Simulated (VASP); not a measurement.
# Ti5W (P-6m2) in VASP: further runs

Runs on Ti5W. Level: PBE. Tasks: relaxation of cell and atoms, single point.

Program: VASP 6.6.1. These are calculated values, not measurements. Logs are shortened: lines on timing, memory, paths and dates and some standing lists are left out, and cuts for length are marked.

## 1. The cell of the first run

Symmetry: P-6m2, No. 187, hexagonal system. Conventional cell: a = 2.882 Å, b = 2.882 Å, c = 14.208 Å, α = 90.00°, β = 90.00°, γ = 120.00°. Ti (site symmetry 3m) has 9 Ti at 2.86 to 2.88 Å and 3 W at 2.90 Å within 3.8 Å. Ti (site symmetry -6m2) has 12 Ti at 2.88 to 2.91 Å within 3.8 Å. Within 3.8 Å of Ti (site symmetry 3m) lie 12 Ti at 2.86 to 2.91 Å. W (site symmetry -6m2) has 6 W at 2.88 Å and 6 Ti at 2.90 Å within 3.8 Å.

## 2. Relaxation of cell and atoms, PBE

The input, INCAR:

```
ALGO     = Fast           # electronic algorithm
EDIFF    = 1E-6           # SCF threshold, eV
EDIFFG   = -0.01          # ionic threshold
ENCUT    = 600            # plane-wave cutoff, eV
GGA      = PE             # functional
IBRION   = 2              # ionic algorithm
ISIF     = 3              # what is computed and relaxed
ISMEAR   = 0              # smearing method
LASPH    = True           # aspherical terms in the spheres
LCHARG   = False          # write CHGCAR
LREAL    = False          # projectors in reciprocal space
LWAVE    = False          # write WAVECAR
NELM     = 80             # most SCF steps
NSW      = 100            # ionic steps
PREC     = Accurate       # precision mode
SIGMA    = 0.1            # smearing width, eV
```

The input, KPOINTS:

```
k-points
0
Gamma
  12 12 4
```

The input, POSCAR:

```
Ti5W
1.0
    2.8823874977      0.0000000000      0.0000000000
   -1.4411937488      2.4962207965      0.0000000000
    0.0000000000      0.0000000000     14.2076132909
Ti W
5 1
Direct
    0.3333333333      0.6666666667      0.8324493003
    0.3333333333      0.6666666667      0.1675506997
    0.3333333333      0.6666666667      0.5000000000
    0.6666666667      0.3333333333      0.3315566505
    0.6666666667      0.3333333333      0.6684433495
    0.6666666667      0.3333333333      0.0000000000
```

Potentials or basis: VASP PAW PBE potentials, release 64 (Ti_sv, W_sv).

Command:

```
cat potpaw_PBE.64/Ti_sv/POTCAR potpaw_PBE.64/W_sv/POTCAR > POTCAR
mpirun -np 1 vasp_std > vasp.out
```

OUTCAR:

```text
EDIFF = 1E-6
   EDIFFG = -0.01
   ENCUT = 600
   GGA = PE
   IBRION = 2
   ISIF = 3
   ISMEAR = 0
   LASPH = True
   LREAL = False
   NELM = 80
   NSW = 100
   PREC = Accurate

 ion  position               nearest neighbor table
   1  0.333  0.667  0.832-   5 2.86   5 2.86   5 2.86   6 2.90   6 2.90   6 2.90
   2  0.333  0.667  0.168-   4 2.86   4 2.86   4 2.86   6 2.90   6 2.90   6 2.90
   3  0.333  0.667  0.500-   4 2.91   5 2.91   4 2.91   5 2.91   4 2.91   5 2.91
   4  0.667  0.333  0.332-   2 2.86   2 2.86   2 2.86   3 2.91   3 2.91   3 2.91
   5  0.667  0.333  0.668-   1 2.86   1 2.86   1 2.86   3 2.91   3 2.91   3 2.91
   6  0.667  0.333  0.000-   1 2.90   2 2.90   1 2.90   2 2.90   1 2.90   2 2.90

  LATTYP: Found a hexagonal cell.
 ALAT       =     2.8823874977
 C/A-ratio  =     4.9291128629

  Lattice vectors:

 A1 = (   2.8823874977,   0.0000000000,   0.0000000000)
 A2 = (  -1.4411937488,   2.4962207965,   0.0000000000)
 A3 = (   0.0000000000,   0.0000000000,  14.2076132909)

Analysis of symmetry for initial positions (statically):
=====================================================================
 Subroutine PRICEL returns:
 Original cell was already a primitive cell.

 Routine SETGRP: Setting up the symmetry group for a
 hexagonal supercell.

 Subroutine GETGRP returns: Found 12 space group operations
 (whereof 12 operations were pure point group operations)
 out of a pool of 24 trial point group operations.

The static configuration has the point symmetry D_3h.

Analysis of symmetry for dynamics (positions and initial velocities):
=====================================================================
 Subroutine PRICEL returns:
 Original cell was already a primitive cell.

 Routine SETGRP: Setting up the symmetry group for a
 hexagonal supercell.

 Subroutine GETGRP returns: Found 12 space group operations
 (whereof 12 operations were pure point group operations)
 out of a pool of 24 trial point group operations.

The dynamic configuration has the point symmetry D_3h.

 Subroutine INISYM returns: Found 12 space group operations
 (whereof 12 operations are pure point group operations),
 and found     1 'primitive' translations

----------------------------------------------------------------------------------------

                                     Primitive cell

  volume of cell :     102.2249

  direct lattice vectors                    reciprocal lattice vectors
     2.882387498  0.000000000  0.000000000     0.346934616  0.200302794  0.000000000
    -1.441193749  2.496220796  0.000000000     0.000000000  0.400605588  0.000000000
     0.000000000  0.000000000 14.207613291     0.000000000  0.000000000  0.070384799

  length of vectors
     2.882387498  2.882387498 14.207613291     0.400605588  0.400605588  0.070384799

  position of ions in fractional coordinates (direct lattice)
     0.333333333  0.666666667  0.832449300
     0.333333333  0.666666667  0.167550700
     0.333333333  0.666666667  0.500000000
     0.666666667  0.333333333  0.331556650
     0.666666667  0.333333333  0.668443350
     0.666666667  0.333333333  0.000000000

  ion indices of the primitive-cell ions
   primitive index   ion index
                 1           1
                 2           2
                 3           3
                 4           4
                 5           5
                 6           6

----------------------------------------------------------------------------------------

 KPOINTS: k-points

Automatic generation of k-mesh.
 Grid dimensions read from file:
 generate k-points for:   12   12    4

 Generating k-lattice:

  Cartesian coordinates                     Fractional coordinates (reciprocal lattice)
[... 60 lines left out ...]
   EDIFF  = 0.1E-05   stopping-criterion for ELM
   LREAL  =      F    real-space projection
   EDIFFG = -.1E-01   stopping-criterion for IOM
   NSW    =    100    number of steps for IOM
   IBRION =      2    ionic relax: 0-MD 1-quasi-New 2-CG
   NFREE  =      1    steps in history (QN), initial steepest desc. (CG)
   ISIF   =      3    stress and relaxation
   ISYM   =      2    0-nonsym 1-usesym 2-fastsym
   POTIM  = 0.5000    time-step for ionic-motion
   TEBEG  =    0.0;   TEEND  =   0.0 temperature during run
   PSTRESS=    0.0 pullay stress
   NELECT =      74.0000    total number of electrons
   NUPDOWN=      -1.0000    fix difference up-down
   EMIN   =  10.00;   EMAX   =-10.00  energy-range for DOS
   EFERMI =   0.00;   METHOD = LEGACY
   ISMEAR =     0;   SIGMA  =   0.10  broadening in eV -4-tet -1-fermi 0-gaus
   EFERMI_NEDOS =   21; number of points for ismear=-14 and -15
   IALGO  =     68    algorithm
   IMIX   =      4    mixing-type and parameters
     AMIX     =   0.40;   BMIX     =  1.00
     AMIX_MAG =   1.60;   BMIX_MAG =  1.00
  volume/ion in A,a.u.               =      17.04       114.97
  Fermi-wavevector in a.u.,A,eV,Ry     =   1.469941  2.777786 29.398470  2.160727
  Thomas-Fermi vector in A             =   2.585258
   LORBIT       =      0    0 simple, 1 ext, 2 COOP (PROOUT), +10 PAW based schemes
   GGA     = PE    functional components
   LHFCALC =     F    Hartree Fock is set to
   AEXX    =    0.0000 exact exchange contribution
   IVDW    =     0    specifies the selected vdW correction
   LEPSILON=     F    determine dielectric tensor
   LRPA    =     F    only Hartree local field effects (RPA)
 conjugate gradient relaxation of ions
 non-spin polarized calculation
 RMM-DIIS sequential band-by-band and
 Gauss-broadening in eV      SIGMA  =   0.10
  energy-cutoff  :      600.00
  volume of cell :      102.22
 maximum number of plane-waves:      3452
 NGX is ok and might be reduce to    24
   NGX = 11   NGY = 11   NGZ = 57

--------------------------------------- Ionic step        1  -------------------------------------------

 number of electron      73.9999999 magnetization

 Free energy of the ion-electron system (eV)
  ---------------------------------------------------
  ext. energy  EPLUGINS =         0.00000000
  ---------------------------------------------------
  free energy    TOTEN  =       -51.48124291 eV

  energy without entropy =      -51.44189667  energy(sigma->0) =      -51.46156979

------------------------ aborting loop because EDIFF is reached ----------------------------------------

  FORCE on cell =-STRESS in cart. coord.  units (eV):
  Direction    XX          YY          ZZ          XY          YZ          ZX
  --------------------------------------------------------------------------------------
  -------------------------------------------------------------------------------------
  Total       -0.3146814     -0.3146814      0.2582604     -0.0000000     -0.0000000     -0.0000000
  in kB       -4.9320246     -4.9320246      4.0477331     -0.0000000     -0.0000000     -0.0000000
  external PRESSURE =      -1.9387720 kB  Pullay stress =       0.0000000 kB
[... 27 lines left out ...]
--------------------------------------- Ionic step        2  -------------------------------------------

 number of electron      74.0000006 magnetization

------------------------ aborting loop EDIFF was not reached (unconverged)  ----------------------------

  FORCE on cell =-STRESS in cart. coord.  units (eV):
  Direction    XX          YY          ZZ          XY          YZ          ZX
  --------------------------------------------------------------------------------------
  -------------------------------------------------------------------------------------
  Total        0.0239579      0.0239579      0.2841936      0.0000000      0.0000000     -0.0000000
  in kB        0.3766187      0.3766187      4.4675357      0.0000000      0.0000000     -0.0000000
  external PRESSURE =       1.7402577 kB  Pullay stress =       0.0000000 kB
[... 27 lines left out ...]
--------------------------------------- Ionic step        3  -------------------------------------------

 number of electron      74.0000010 magnetization

------------------------ aborting loop EDIFF was not reached (unconverged)  ----------------------------

  FORCE on cell =-STRESS in cart. coord.  units (eV):
  Direction    XX          YY          ZZ          XY          YZ          ZX
  --------------------------------------------------------------------------------------
  -------------------------------------------------------------------------------------
  Total        0.3607431      0.3607431      0.2762074      0.0000000      0.0000000     -0.0000000
  in kB        5.6868026      5.6868026      4.3541703      0.0000000      0.0000000     -0.0000000
  external PRESSURE =       5.2425919 kB  Pullay stress =       0.0000000 kB
[... 21 lines left out ...]
  FREE ENERGIE OF THE ION-ELECTRON SYSTEM (eV)
  ---------------------------------------------------
  free  energy   TOTEN  =       -51.4851515673 eV

  energy  without entropy=      -51.4486289989  energy(sigma->0) =      -51.46689028

[... ionic steps 4 to 11 ...]

--------------------------------------- Ionic step       12  -------------------------------------------

 number of electron      74.0000005 magnetization

------------------------ aborting loop because EDIFF is reached ----------------------------------------
[... 75 lines left out ...]
--------------------------------------- Ionic step       14  -------------------------------------------

 number of electron      74.0000005 magnetization

 Free energy of the ion-electron system (eV)
  ---------------------------------------------------
  ext. energy  EPLUGINS =         0.00000000
  ---------------------------------------------------
  free energy    TOTEN  =       -51.48689841 eV

  energy without entropy =      -51.45039952  energy(sigma->0) =      -51.46864897

 E-fermi :   8.8255     XC(G=0): -11.8793

 val. band max:        8.8248332471   @ k =   0.0833   0.0000   0.2500
 cond. band min:       8.8285388828   @ k =   0.1667   0.0833   0.2500
 fundamental gap:      0.0037056357
 Fermi energy:         8.8254857598

 k-point     1 :       0.0000    0.0000    0.0000
  band No.  band energies     occupation
      1     -64.9859      2.00000
      2     -47.9697      2.00000
      3     -47.9664      2.00000
      4     -47.9108      2.00000
      5     -47.8589      2.00000
      6     -47.8298      2.00000
[... 1117 lines left out ...]
     43       9.7253      0.00000
     44       9.9496      0.00000

 [... further k-points ...]
[... 5 lines left out ...]
  --------------------------------------------------------------------------------------
  -------------------------------------------------------------------------------------
  Total        0.0568495      0.0568495      0.0573734      0.0000000     -0.0000000      0.0000000
  in kB        0.8937318      0.8937318      0.9019693      0.0000000     -0.0000000      0.0000000
  external PRESSURE =       0.8964776 kB  Pullay stress =       0.0000000 kB
[... 21 lines left out ...]
  FREE ENERGIE OF THE ION-ELECTRON SYSTEM (eV)
  ---------------------------------------------------
  free  energy   TOTEN  =       -51.4868984148 eV

  energy  without entropy=      -51.4503995205  energy(sigma->0) =      -51.46864897

 reached required accuracy - stopping structural energy minimisation
```

It took 57 min on 1 thread of Intel Xeon 6975P-C (Granite Rapids), shared host; peak memory 0.48 GiB.

What came out:

* Free energy: -51.4869 eV
* Relaxed volume: 16.99 Å³/atom
* Relaxed cell: a = 2.873 Å, b = 2.873 Å, c = 14.262 Å, α = 90.00°, β = 90.00°, γ = 120.00°
* Space group after relaxing (to 0.1 Å): P-6m2 (No. 187)
* Energy gained by relaxing: 0.9 meV/atom
* Ionic steps: 14
* Pressure after relaxing: 0.1 GPa
* Largest force after relaxing: 0.009 eV/Å
* Band gap on the k mesh: zero (bands 37 and 38 overlap by 0.90 eV)

Forces in eV/Å, atoms in the order of the input:
```
Ti   0.000  0.000 -0.007
Ti   0.000  0.000  0.007
Ti   0.000  0.000  0.000
Ti   0.000  0.000  0.009
Ti   0.000  0.000 -0.009
W    0.000  0.000  0.000
```

The path:
| step | energy change (eV) | largest force (eV/Å) | pressure (GPa) | volume (Å³) |
| --- | --- | --- | --- | --- |
| 1 | 0.0000 | 0.1467 | -0.19 | 102.22 |
| 2 | -0.0031 | 0.1091 | 0.17 | 101.92 |
| 3 | -0.0039 | 0.0675 | 0.52 | 101.63 |
| 4 | -0.0048 | 0.0303 | -0.16 | 102.13 |
| 5 | -0.0049 | 0.0330 | -0.01 | 102.01 |
| 6 | -0.0053 | 0.0267 | -0.04 | 102.03 |
| 7 | -0.0055 | 0.0250 | -0.09 | 102.06 |
| 8 | 0.0238 | 0.0199 | 0.05 | 102.06 |
| 9 | 0.0238 | 0.0249 | -0.05 | 102.06 |
| 10 | 0.0238 | 0.0165 | 0.04 | 101.98 |
| 11 | -0.0056 | 0.0168 | 0.04 | 101.94 |
| 12 | -0.0056 | 0.0096 | 0.13 | 101.86 |
| 13 | -0.0056 | 0.0147 | 0.11 | 101.90 |
| 14 | -0.0057 | 0.0095 | 0.09 | 101.91 |

Final structure:
```
CELL_PARAMETERS angstrom
2.87254 0.00000 0.00000
-1.43627 2.48769 0.00000
0.00000 0.00000 14.26157
ATOMIC_POSITIONS crystal
Ti 0.33333 0.66667 0.83075
Ti 0.33333 0.66667 0.16925
Ti 0.33333 0.66667 0.50000
Ti 0.66667 0.33333 0.33222
Ti 0.66667 0.33333 0.66778
W 0.66667 0.33333 0.00000
```

Levels at points of the mesh, in eV from the Fermi level:
| k point | band 35 | band 36 | band 37 | band 38 | band 39 | band 40 |
| --- | --- | --- | --- | --- | --- | --- |
| (0.00, 0.00, 0.00) | 0.05 | 0.23 | 0.50 | 0.61 | 0.64 | 0.64 |
| (0.50, 0.00, 0.00) | -0.98 | -0.53 | 0.36 | 0.40 | 0.65 | 0.95 |
| (0.00, 0.00, 0.50) | 0.07 | 0.13 | 0.46 | 0.57 | 0.67 | 0.67 |
| (0.50, 0.00, 0.50) | -0.94 | -0.85 | 0.43 | 0.70 | 0.86 | 0.90 |

Caveat: spin-orbit coupling is left out, which moves the levels of the heavy elements.

## 3. Single point, PBE

This run uses another cell than the first one, of 14.78 Å³/atom.

The input, INCAR:

```
PREC = Accurate ; ENCUT = 520
EDIFF = 1E-6 ; ISMEAR = 0
SIGMA = 0.1 ; LREAL = F
LASPH = T ; NELM = 100
ALGO = Fast ; ISIF = 2
LWAVE = F ; LCHARG = F
GGA = PE ; NBANDS = 46
```

The input, KPOINTS:

```
regular mesh
0
Gamma
  6 6 2
```

The input, POSCAR:

```
Ti5W
1.0
    2.7810587900      0.0000000000      0.0000000000
   -1.3905294000      2.4084675600      0.0000000000
    0.0000000000      0.0000000000     13.2359536600
Ti W
5 1
Direct
    0.3333333300      0.6666666700      0.8333333300
    0.3333333300      0.6666666700      0.1666666700
    0.3333333300      0.6666666700      0.5000000000
    0.6666666700      0.3333333300      0.3333333300
    0.6666666700      0.3333333300      0.6666666700
    0.6666666700      0.3333333300      0.0000000000
```

Potentials or basis: VASP PAW PBE potentials, release 64 (Ti_sv, W_sv).

Command:

```
cat potpaw_PBE.64/Ti_sv/POTCAR potpaw_PBE.64/W_sv/POTCAR > POTCAR
mpirun -np 1 vasp_std > vasp.out
```

OUTCAR:

```text
PREC = Accurate
   ENCUT = 520
   EDIFF = 1E-6
   ISMEAR = 0
   LREAL = F
   LASPH = T
   NELM = 100
   ISIF = 2
   GGA = PE

 ion  position               nearest neighbor table
   1  0.333  0.667  0.833-   5 2.73   5 2.73   5 2.73   6 2.73   6 2.73   6 2.73
   2  0.333  0.667  0.167-   4 2.73   4 2.73   4 2.73   6 2.73   6 2.73   6 2.73
   3  0.333  0.667  0.500-   4 2.73   5 2.73   4 2.73   5 2.73   4 2.73   5 2.73
   4  0.667  0.333  0.333-   2 2.73   2 2.73   2 2.73   3 2.73   3 2.73   3 2.73
   5  0.667  0.333  0.667-   1 2.73   1 2.73   1 2.73   3 2.73   3 2.73   3 2.73
   6  0.667  0.333  0.000-   1 2.73   2 2.73   1 2.73   2 2.73   1 2.73   2 2.73

  LATTYP: Found a hexagonal cell.
 ALAT       =     2.7810587900
 C/A-ratio  =     4.7593217761

  Lattice vectors:

 A1 = (   2.7810587900,   0.0000000000,   0.0000000000)
 A2 = (  -1.3905294000,   2.4084675600,   0.0000000000)
 A3 = (   0.0000000000,   0.0000000000,  13.2359536600)

Analysis of symmetry for initial positions (statically):
=====================================================================
 Subroutine PRICEL returns:
 Original cell was already a primitive cell.
[... 173 lines left out ...]
 fundamental gap:      0.0402383878
 Fermi energy:        10.4878973237

 k-point     1 :       0.0000    0.0000    0.0000
  band No.  band energies     occupation
      1     -63.0928      2.00000
      2     -46.0865      2.00000
      3     -46.0608      2.00000
      4     -46.0023      2.00000
      5     -45.9153      2.00000
      6     -45.8553      2.00000
[... 675 lines left out ...]
     45      12.3908      0.00000
     46      12.3988      0.00000

------------------------ aborting loop because EDIFF is reached ----------------------------------------

  FORCE on cell =-STRESS in cart. coord.  units (eV):
  Direction    XX          YY          ZZ          XY          YZ          ZX
  --------------------------------------------------------------------------------------
  -------------------------------------------------------------------------------------
  Total       12.5298790     12.5298790     16.2586994     -0.0000000      0.0000000      0.0000000
  in kB      226.4390117    226.4390114    293.8259676     -0.0000005      0.0000000      0.0000000
  external PRESSURE =     248.9013302 kB  Pullay stress =       0.0000000 kB

 VOLUME and BASIS-vectors are now :
 -----------------------------------------------------------------------------
  energy-cutoff  :      520.00
  volume of cell :       88.66
      direct lattice vectors                 reciprocal lattice vectors
     2.781058790  0.000000000  0.000000000     0.359575282  0.207600887  0.000000000
    -1.390529400  2.408467560  0.000000000     0.000000000  0.415201773  0.000000000
     0.000000000  0.000000000 13.235953660     0.000000000  0.000000000  0.075551791

 POSITION                                       TOTAL-FORCE (eV/Angst)
 -----------------------------------------------------------------------------------
     -0.00000      1.60565     11.02996        -0.000000      0.000000     -0.685434
     -0.00000      1.60565      2.20599        -0.000000      0.000000      0.685434
     -0.00000      1.60565      6.61798         0.000000      0.000000      0.000000
      1.39053      0.80282      4.41198        -0.000000     -0.000000     -0.137583
      1.39053      0.80282      8.82397        -0.000000     -0.000000      0.137583
      1.39053      0.80282      0.00000         0.000000      0.000000      0.000000
 -----------------------------------------------------------------------------------
    total drift:                                0.000013     -0.000007      0.000000

  FREE ENERGIE OF THE ION-ELECTRON SYSTEM (eV)
  ---------------------------------------------------
  free  energy   TOTEN  =       -50.4689088637 eV

  energy  without entropy=      -50.4305433922  energy(sigma->0) =      -50.44972613
```

Run time: 7 min. Hardware: 1 thread of Intel Xeon 8259CL, shared host; peak memory 0.25 GiB.

Results:

```
Free energy            : -50.4689 eV
Pressure               : 24.9 GPa
Largest force          : 0.685 eV/Å
Band gap on the k mesh : zero (bands 37 and 38 overlap by 0.95 eV)
```

Forces on the atoms (eV/Å):
```
Ti   0.000  0.000 -0.685
Ti   0.000  0.000  0.685
Ti   0.000  0.000  0.000
Ti   0.000  0.000 -0.138
Ti   0.000  0.000  0.138
W    0.000  0.000  0.000
```

Levels at points of the mesh, in eV from the Fermi level:
```tsv
k point	band 32	band 33	band 34	band 35	band 36	band 37	band 38	band 39	band 40	band 41
(0.00, 0.00, 0.00)	-0.59	-0.52	0.08	0.28	0.45	0.48	0.48	0.79	0.79	0.89
(0.50, 0.00, 0.00)	-1.83	-1.51	-1.08	-1.03	-0.49	0.04	0.67	0.96	1.00	1.17
(0.00, 0.00, 0.50)	-0.59	-0.55	0.03	0.52	0.52	0.60	0.74	0.74	0.77	0.77
(0.50, 0.00, 0.50)	-1.79	-1.57	-1.20	-1.01	-0.97	0.08	0.71	1.03	1.28	1.36
```

Caveat: the k points lie up to 0.43 Å⁻¹ apart, too coarse for converged energies and pressures of a metal; spin-orbit coupling is left out, which moves the levels of the heavy elements.

(Part 1 of 2 ends here.)

The gap in the log of VASP goes by the Fermi energy; the results here count the filled bands.